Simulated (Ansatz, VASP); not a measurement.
# One calculation of Sn, two programs

File INCAR:

```
PREC = Accurate ; ENCUT = 600
EDIFF = 1E-7 ; ISMEAR = -1
SIGMA = 0.08 ; LREAL = False
LASPH = True ; NELM = 80
ALGO = Normal ; ISIF = 3
LWAVE = False ; LCHARG = False
IBRION = 2 ; NSW = 60
EDIFFG = -0.005
```

Contents of KPOINTS:

```
regular mesh
0
Gamma
  16 16 16
```

Contents of POSCAR:

```
Sn
1.0
   -1.9129311828      1.9129311828      1.9129311828
    1.9129311828     -1.9129311828      1.9129311828
    1.9129311828      1.9129311828     -1.9129311828
Sn
1
Direct
    0.0000000000      0.0000000000      0.0000000000
```

Input for Ansatz:

```yaml
crystal:
  lattice:
    - [-1.9129311828, 1.9129311828, 1.9129311828]
    - [1.9129311828, -1.9129311828, 1.9129311828]
    - [1.9129311828, 1.9129311828, -1.9129311828]
  atoms:
    - { symbol: Sn, position: [0.0, 0.0, 0.0] }
kpoints:
  mp_grid: { grid: [16, 16, 16] }
scf:
  occupations: { method: fermi_dirac, width: 0.08 }
hamiltonian:
  xc: lda
  pseudopotentials: { kind: paw }
output:
  forces: true
  stress: true
relax:
  f_tol: 0.005
  max_steps: 40
  cell: {}
```

Alike in both runs: task relaxation of cell and atoms; functional LDA; k mesh 16 × 16 × 16; occupations fermi-dirac, width 0.08 eV; no spin polarisation.

|  | VASP | Ansatz |
| --- | --- | --- |
| version | VASP 6.6.1 | Ansatz 0.2.0 |
| potentials or method | VASP PAW LDA potentials, release 64 (Sn_d) | PAW with Ansatz's default frozen-core files, scalar-relativistic |
| plane-wave cutoff (eV) | 600 | 420 |
| valence electrons in the cell | 14 | 14 |

```csv
,VASP,Ansatz,Ansatz less VASP
relaxed volume (Å³/atom),25.58,25.55,-0.030
relaxed cell length with the largest relative difference (Å),3.215,3.214,-0.0012
```

LDA's correlation is that of Perdew and Zunger in VASP and of Perdew and Wang (1992) in Ansatz.
